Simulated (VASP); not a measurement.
# NaF (Fm-3m) in VASP: a series of runs

The runs below take NaF through single point, with PBEsol.

Everything below comes from runs of VASP 6.6.1. Logs are shortened: lines on timing, memory, paths and dates and some standing lists are left out, and cuts for length are marked.

### 1 The cell of the first run

Symmetry: Fm-3m, No. 225, cubic system. The conventional cell has a = 4.507 Å, b = 4.507 Å, c = 4.507 Å, α = 90.00°, β = 90.00°, γ = 90.00°. Within 3.0 Å of Na (site symmetry m-3m) lie 6 F at 2.25 Å. Within 3.0 Å of F (site symmetry m-3m) lie 6 Na at 2.25 Å.

### 2 Single point, PBEsol (strain -0.030 along x and y, -0.030 along z)

INCAR

```
PREC = Accurate
ENCUT = 520
EDIFF = 1E-6
ISMEAR = 0
SIGMA = 0.05
LREAL = False
LASPH = True
NELM = 80
ALGO = Normal
ISIF = 2
LWAVE = False
LCHARG = False
GGA = PS
NBANDS = 14
```

KPOINTS

```
Automatic mesh
0
Gamma
  8 8 8
```

POSCAR

```
NaF
1.0
    0.0000000000      2.2536010000      2.2536010000
    2.2536010000      0.0000000000      2.2536010000
    2.2536010000      2.2536010000      0.0000000000
Na F
1 1
Direct
    0.0000000000      0.0000000000      0.0000000000
    0.5000000000      0.5000000000      0.5000000000
```

Potentials or basis: VASP PAW PBE potentials, release 64 (Na_pv, F).

The run is started by

```bash
$ cat potpaw_PBE.64/Na_pv/POTCAR potpaw_PBE.64/F/POTCAR > POTCAR
$ mpirun -np 1 vasp_std > vasp.out
```

OUTCAR:

```text
PREC = Accurate
   ENCUT = 520
   EDIFF = 1E-6
   ISMEAR = 0
   LREAL = False
   LASPH = True
   NELM = 80
   ISIF = 2
   GGA = PS

 ion  position               nearest neighbor table
   1  0.000  0.000  0.000-   2 2.25   2 2.25   2 2.25   2 2.25   2 2.25   2 2.25
   2  0.500  0.500  0.500-   1 2.25   1 2.25   1 2.25   1 2.25   1 2.25   1 2.25

  LATTYP: Found a face centered cubic cell.
 ALAT       =     4.5072020000

  Lattice vectors:

 A1 = (   0.0000000000,   2.2536010000,   2.2536010000)
 A2 = (   2.2536010000,   0.0000000000,   2.2536010000)
 A3 = (   2.2536010000,   2.2536010000,   0.0000000000)

Analysis of symmetry for initial positions (statically):
=====================================================================
 Subroutine PRICEL returns:
 Original cell was already a primitive cell.

 Routine SETGRP: Setting up the symmetry group for a
 face centered cubic supercell.

 Subroutine GETGRP returns: Found 48 space group operations
 (whereof 48 operations were pure point group operations)
 out of a pool of 48 trial point group operations.

The static configuration has the point symmetry O_h .

Analysis of symmetry for dynamics (positions and initial velocities):
=====================================================================
 Subroutine PRICEL returns:
 Original cell was already a primitive cell.

 Routine SETGRP: Setting up the symmetry group for a
 face centered cubic supercell.

 Subroutine GETGRP returns: Found 48 space group operations
 (whereof 48 operations were pure point group operations)
 out of a pool of 48 trial point group operations.

The dynamic configuration has the point symmetry O_h .

 Subroutine INISYM returns: Found 48 space group operations
 (whereof 48 operations are pure point group operations),
 and found     1 'primitive' translations

----------------------------------------------------------------------------------------

                                     Primitive cell

  volume of cell :      22.8908

  direct lattice vectors                    reciprocal lattice vectors
     0.000000000  2.253601000  2.253601000    -0.221867136  0.221867136  0.221867136
     2.253601000  0.000000000  2.253601000     0.221867136 -0.221867136  0.221867136
     2.253601000  2.253601000  0.000000000     0.221867136  0.221867136 -0.221867136

  length of vectors
     3.187073098  3.187073098  3.187073098     0.384285152  0.384285152  0.384285152

  position of ions in fractional coordinates (direct lattice)
     0.000000000  0.000000000  0.000000000
     0.500000000  0.500000000  0.500000000

  ion indices of the primitive-cell ions
   primitive index   ion index
                 1           1
                 2           2

----------------------------------------------------------------------------------------

 KPOINTS: Automatic mesh

Automatic generation of k-mesh.
 Grid dimensions read from file:
 generate k-points for:    8    8    8

 Generating k-lattice:

  Cartesian coordinates                     Fractional coordinates (reciprocal lattice)
    -0.027733392  0.027733392  0.027733392     0.125000000  0.000000000  0.000000000
     0.027733392 -0.027733392  0.027733392     0.000000000  0.125000000  0.000000000
     0.027733392  0.027733392 -0.027733392     0.000000000  0.000000000  0.125000000

  Length of vectors
     0.048035644  0.048035644  0.048035644

  Shift w.r.t. Gamma in fractional coordinates (k-lattice)
     0.000000000  0.000000000  0.000000000

 Subroutine IBZKPT returns following result:
 ===========================================

 Found     29 irreducible k-points:

 Following reciprocal coordinates:
            Coordinates               Weight
  0.000000  0.000000  0.000000      1.000000
  0.125000  0.000000  0.000000      8.000000
  0.250000  0.000000  0.000000      8.000000
  0.375000  0.000000  0.000000      8.000000
  0.500000  0.000000  0.000000      4.000000
  0.125000  0.125000  0.000000      6.000000
[... 16 lines left out ...]
  0.500000  0.250000  0.125000     48.000000
 -0.375000  0.250000  0.125000     24.000000
 [... further k-points ...]
   k-points           NKPTS =     29   k-points in BZ     NKDIM =     29   number of bands    NBANDS=     14
   number of dos      NEDOS =    301   number of ions     NIONS =      2
   total plane-waves  NPLWV =  13824
   dimension x,y,z NGX =    24 NGY =   24 NGZ =   24
   dimension x,y,z NGXF=    48 NGYF=   48 NGZF=   48
   ions per type =               1   1
   NGX,Y,Z   is equivalent  to a cutoff of  12.52, 12.52, 12.52 a.u.
   NGXF,Y,Z  is equivalent  to a cutoff of  25.04, 25.04, 25.04 a.u.
 SYSTEM =  unknown system
   PREC   = accura    normal or accurate (medium, high low for compatibility)
   ISTART =      0    job   : 0-new  1-cont  2-samecut
   ICHARG =      2    charge: 1-file 2-atom 10-const
   ISPIN  =      1    spin polarized calculation?
   LNONCOLLINEAR =      F non collinear calculations
   LSORBIT =      F    spin-orbit coupling
   LASPH  =      T    aspherical Exc in radial PAW
   ENCUT  =  520.0 eV  38.22 Ry    6.18 a.u.   5.93  5.93  5.93*2*pi/ulx,y,z
   NELM   =     80;   NELMIN=  2; NELMDL= -5     # of ELM steps
   EDIFF  = 0.1E-05   stopping-criterion for ELM
   LREAL  =      F    real-space projection
   EDIFFG = 0.1E-04   stopping-criterion for IOM
   NSW    =      0    number of steps for IOM
   IBRION =     -1    ionic relax: 0-MD 1-quasi-New 2-CG
   NFREE  =      0    steps in history (QN), initial steepest desc. (CG)
   ISIF   =      2    stress and relaxation
   ISYM   =      2    0-nonsym 1-usesym 2-fastsym
   POTIM  = 0.5000    time-step for ionic-motion
   TEBEG  =    0.0;   TEEND  =   0.0 temperature during run
   PSTRESS=    0.0 pullay stress
   NELECT =      14.0000    total number of electrons
   NUPDOWN=      -1.0000    fix difference up-down
   EMIN   =  10.00;   EMAX   =-10.00  energy-range for DOS
   EFERMI =   0.00;   METHOD = LEGACY
   ISMEAR =     0;   SIGMA  =   0.05  broadening in eV -4-tet -1-fermi 0-gaus
   EFERMI_NEDOS =   21; number of points for ismear=-14 and -15
   IALGO  =     38    algorithm
   IMIX   =      4    mixing-type and parameters
     AMIX     =   0.40;   BMIX     =  1.00
     AMIX_MAG =   1.60;   BMIX_MAG =  1.00
  volume/ion in A,a.u.               =      11.45        77.24
  Fermi-wavevector in a.u.,A,eV,Ry     =   1.389624  2.626008 26.273578  1.931053
  Thomas-Fermi vector in A             =   2.513636
   LORBIT       =      0    0 simple, 1 ext, 2 COOP (PROOUT), +10 PAW based schemes
   GGA     = PS    functional components
   LHFCALC =     F    Hartree Fock is set to
   AEXX    =    0.0000 exact exchange contribution
   IVDW    =     0    specifies the selected vdW correction
   LEPSILON=     F    determine dielectric tensor
   LRPA    =     F    only Hartree local field effects (RPA)
 non-spin polarized calculation
 Gauss-broadening in eV      SIGMA  =   0.05
  energy-cutoff  :      520.00
  volume of cell :       22.89
 maximum number of plane-waves:       636
   NGX = 11   NGY = 11   NGZ = 11

 number of electron      14.0000015 magnetization

 Free energy of the ion-electron system (eV)
  ---------------------------------------------------
  ext. energy  EPLUGINS =         0.00000000
  ---------------------------------------------------
  free energy    TOTEN  =        -8.73915758 eV

  energy without entropy =       -8.73915758  energy(sigma->0) =       -8.73915758

 E-fermi :  -1.5079     XC(G=0):  -9.7579

 val. band max:       -1.7957705529   @ k =   0.0000   0.0000   0.0000
 cond. band min:       4.8199448268   @ k =   0.0000   0.0000   0.0000
 fundamental gap:      6.6157153798
 Fermi energy:        -1.5078512613

 k-point     1 :       0.0000    0.0000    0.0000
  band No.  band energies     occupation
      1     -21.0064      2.00000
      2     -20.3274      2.00000
      3     -20.3274      2.00000
      4     -20.3274      2.00000
      5      -1.7958      2.00000
      6      -1.7958      2.00000
      7      -1.7958      2.00000
      8       4.8199      0.00000
      9      17.6278      0.00000
     10      17.6278      0.00000
     11      17.6278      0.00000
     12      20.4884      0.00000
     13      22.9724      0.00000
     14      22.9724      0.00000

 k-point     2 :       0.1250    0.0000    0.0000
  band No.  band energies     occupation
      1     -21.1467      2.00000
      2     -20.3296      2.00000
      3     -20.3296      2.00000
      4     -20.1611      2.00000
      5      -2.1334      2.00000
      6      -1.8415      2.00000
      7      -1.8415      2.00000
      8       5.4032      0.00000
      9      15.8065      0.00000
     10      17.9030      0.00000
     11      17.9030      0.00000
     12      22.4596      0.00000
     13      22.4596      0.00000
     14      22.6160      0.00000

 k-point     3 :       0.2500    0.0000    0.0000
  band No.  band energies     occupation
      1     -21.3668      2.00000
      2     -20.3351      2.00000
      3     -20.3351      2.00000
      4     -19.8777      2.00000
      5      -2.8186      2.00000
      6      -1.9504      2.00000
      7      -1.9504      2.00000
      8       6.7844      0.00000
      9      13.7048      0.00000
     10      18.5364      0.00000
     11      18.5364      0.00000
     12      21.8247      0.00000
     13      21.8247      0.00000
     14      23.7012      0.00000
[... 324 lines left out ...]
 k-point    23 :       0.5000    0.2500    0.1250
  band No.  band energies     occupation
      1     -21.3691      2.00000
      2     -20.3977      2.00000
      3     -20.3594      2.00000
      4     -19.7760      2.00000
      5      -3.2047      2.00000
      6      -2.3667      2.00000
      7      -2.1457      2.00000
      8       9.3375      0.00000
      9      12.1317      0.00000
     10      16.4264      0.00000
     11      18.3310      0.00000
     12      20.5342      0.00000
     13      22.7522      0.00000
     14      27.2591      0.00000

 k-point    24 :      -0.3750    0.2500    0.1250
  band No.  band energies     occupation
      1     -21.3815      2.00000
      2     -20.4019      2.00000
      3     -20.3695      2.00000
      4     -19.7431      2.00000
      5      -3.2854      2.00000
      6      -2.4574      2.00000
      7      -2.1891      2.00000
      8      10.3626      0.00000
      9      11.4350      0.00000
     10      16.1023      0.00000
     11      18.0348      0.00000
     12      21.1884      0.00000
     13      22.3341      0.00000
     14      27.4488      0.00000

 [... further k-points ...]

------------------------ aborting loop because EDIFF is reached ----------------------------------------

  FORCE on cell =-STRESS in cart. coord.  units (eV):
  Direction    XX          YY          ZZ          XY          YZ          ZX
  --------------------------------------------------------------------------------------
  -------------------------------------------------------------------------------------
  Total        0.6729979      0.6729979      0.6729979      0.0000000      0.0000000      0.0000000
  in kB       47.1045857     47.1045857     47.1045857      0.0000000      0.0000000      0.0000000
  external PRESSURE =      47.1045857 kB  Pullay stress =       0.0000000 kB

 VOLUME and BASIS-vectors are now :
 -----------------------------------------------------------------------------
  energy-cutoff  :      520.00
  volume of cell :       22.89
      direct lattice vectors                 reciprocal lattice vectors
     0.000000000  2.253601000  2.253601000    -0.221867136  0.221867136  0.221867136
     2.253601000  0.000000000  2.253601000     0.221867136 -0.221867136  0.221867136
     2.253601000  2.253601000  0.000000000     0.221867136  0.221867136 -0.221867136

 POSITION                                       TOTAL-FORCE (eV/Angst)
 -----------------------------------------------------------------------------------
      0.00000      0.00000      0.00000         0.000000      0.000000     -0.000000
      2.25360      2.25360      2.25360         0.000000      0.000000      0.000000
 -----------------------------------------------------------------------------------
    total drift:                                0.000000     -0.000000      0.000000

  FREE ENERGIE OF THE ION-ELECTRON SYSTEM (eV)
  ---------------------------------------------------
  free  energy   TOTEN  =        -8.7391575824 eV

  energy  without entropy=       -8.7391575824  energy(sigma->0) =       -8.73915758
```

It took 17 s on 1 thread of AMD EPYC 7R13, shared host; peak memory 0.1 GiB.

Results:

| Item | Value |
| --- | --- |
| Free energy | -8.7392 eV |
| Pressure | 4.7 GPa |
| Band gap on the k mesh | 6.62 eV |

Levels at points of the mesh, in eV from the valence-band top:
| k point | band 3 | band 4 | band 5 | band 6 | band 7 | band 8 | band 9 | band 10 | band 11 | band 12 |
| --- | --- | --- | --- | --- | --- | --- | --- | --- | --- | --- |
| (0.00, 0.00, 0.00) | -18.53 | -18.53 | 0.00 | 0.00 | 0.00 | 6.62 | 19.42 | 19.42 | 19.42 | 22.28 |
| (0.50, 0.00, 0.00) | -18.55 | -17.78 | -1.81 | -0.30 | -0.30 | 11.11 | 13.05 | 20.88 | 20.88 | 23.81 |
| (0.50, 0.50, 0.00) | -18.60 | -18.60 | -1.43 | -0.45 | -0.45 | 13.36 | 13.67 | 14.36 | 20.74 | 20.74 |

Caveat: the cell differs from its parent crystal (strain -0.030 along x and y, -0.030 along z); the cell stands under pressure; the PAW data sets were made with another functional, which shifts forces and pressure a little.

### 3 Single point, PBEsol (strain -0.015 along x and y, -0.015 along z)

INCAR

```
SYSTEM = NaF
  PREC = Accurate
  ENCUT = 520
  EDIFF = 1E-6
  ISMEAR = 0
  SIGMA = 0.05
  LREAL = .False.
  LASPH = .True.
  NELM = 100
  ALGO = Normal
  ISIF = 2
  LWAVE = .False.
  LCHARG = .False.
  GGA = PS
  NBANDS = 14
```

KPOINTS

```
Automatic mesh
0
Gamma
  8 8 8
  0 0 0
```

POSCAR

```
NaF
1.0
    0.0000000000      2.2884505000      2.2884505000
    2.2884505000      0.0000000000      2.2884505000
    2.2884505000      2.2884505000      0.0000000000
Na F
1 1
Direct
    0.0000000000      0.0000000000      0.0000000000
    0.5000000000      0.5000000000      0.5000000000
```

Potentials or basis: VASP PAW PBE potentials, release 64 (Na_pv, F).

The run is started by

```bash
$ cat potpaw_PBE.64/Na_pv/POTCAR potpaw_PBE.64/F/POTCAR > POTCAR
$ mpirun -np 1 vasp_std > vasp.out
```

It took 19 s on 1 thread of AMD EPYC 7R13, shared host; peak memory 0.1 GiB.

The run converged. Its results:

```yaml
Free_energy: -8.7628 eV
Pressure: 1.7 GPa
Band_gap_on_the_k_mesh: 6.36 eV
```

Levels at points of the mesh, in eV from the valence-band top:
| k point | band 4 | band 5 | band 6 | band 7 | band 8 | band 9 | band 10 | band 11 |
| --- | --- | --- | --- | --- | --- | --- | --- | --- |
| (0.00, 0.00, 0.00) | -18.66 | 0.00 | 0.00 | 0.00 | 6.36 | 19.10 | 19.10 | 19.10 |
| (0.50, 0.00, 0.00) | -17.91 | -1.70 | -0.28 | -0.28 | 10.83 | 12.65 | 20.38 | 20.38 |
| (0.50, 0.50, 0.00) | -18.72 | -1.36 | -0.43 | -0.43 | 13.21 | 13.28 | 13.89 | 20.12 |

Caveat: the cell differs from its parent crystal (strain -0.015 along x and y, -0.015 along z); the PAW data sets were made with another functional, which shifts forces and pressure a little.

(Part 1 of 2 ends here.)
